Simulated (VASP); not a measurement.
Input of a VASP 6.6.1 run:

INCAR

```
SYSTEM = W
PREC = Accurate ; ENCUT = 520
EDIFF = 1E-6 ; ISMEAR = -1
SIGMA = 0.1 ; LREAL = .FALSE.
LASPH = .TRUE. ; NELM = 80
ALGO = Normal ; ISIF = 2
LWAVE = .FALSE. ; LCHARG = .FALSE.
GGA = PE ; NBANDS = 51
```

KPOINTS

```
Automatic mesh
0
G
  13 13 1
  0 0 0
```

File POSCAR:

```
W
1.0
    2.7570193923      0.0000000000      0.0000000000
   -0.9190064641      2.5993428109      0.0000000000
    0.0000000000      0.0000000000     27.2555000000
W
6
Direct
    0.2500000000      0.2500000000      0.2962942737
    0.7500000000      0.7500000000      0.3758207714
    0.2500000000      0.2500000000      0.4587453341
    0.7500000000      0.7500000000      0.5412546662
    0.2500000000      0.2500000000      0.6241792281
    0.7500000000      0.7500000000      0.7037057265
```

Potentials or basis: VASP PAW PBE potentials, release 64 (W_sv).

The run is started by

```sh
$ cat potpaw_PBE.64/W_sv/POTCAR > POTCAR
$ mpirun -np 1 vasp_std > vasp.out
```

What does it give for the largest force?

0.038 eV/Å.

Estimate the band gap on the k mesh.

zero (bands 42 and 43 overlap by 1.80 eV).

Forces in eV/Å, atoms in the order of the input:
```
W    0.000  0.000 -0.038
W    0.000  0.000 -0.001
W    0.000  0.000  0.012
W    0.000  0.000 -0.012
W    0.000  0.000  0.001
W    0.000  0.000  0.038
```

Caveat: spin-orbit coupling is left out, which moves the levels of the heavy elements.
